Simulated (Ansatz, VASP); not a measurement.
## Two plane-wave programs on Sr3CuOs

```xyz
5
Lattice="5.5172 0.0000 0.0000 0.0000 5.5172 0.0000 0.0000 0.0000 5.5172" Properties=species:S:1:pos:R:3 pbc="T T T"
Sr    2.7586    0.0000    0.0000
Sr    0.0000    2.7586    0.0000
Sr    0.0000    0.0000    2.7586
Cu    0.0000    0.0000    0.0000
Os    2.7586    2.7586    2.7586
```

Alike in both runs: functional PBE; k mesh 4 × 4 × 4; occupations gaussian, width 0.1 eV; no spin polarisation.

Ansatz relaxed the structure, and its values are those at the end. VASP's run is a single point on that final structure, the one shown.

|  | VASP | Ansatz |
| --- | --- | --- |
| version | VASP 6.6.1 | Ansatz 0.2.0 |
| potentials or method | VASP PAW PBE potentials, release 64 (Sr_sv, Cu, Os), cutoff 520 eV | scalar-relativistic, plane waves, PAW |
| valence electrons in the cell | 49 | 65 |

|  | VASP | Ansatz | Ansatz less VASP |
| --- | --- | --- | --- |
| gap on the k mesh at the Fermi level (eV) | none | none | - |
| pressure (GPa) | 0.5 | 0.4 | -0.12 |

A gap of «none» marks a metal or a gap that the smearing closes. With one functional, cell and mesh, what is left measures potentials, basis and numerics. VASP's potentials hold 49 valence electrons a cell and Ansatz's 65, so a difference there can come from the potentials and not from the codes.

Spin-orbit coupling is off throughout.
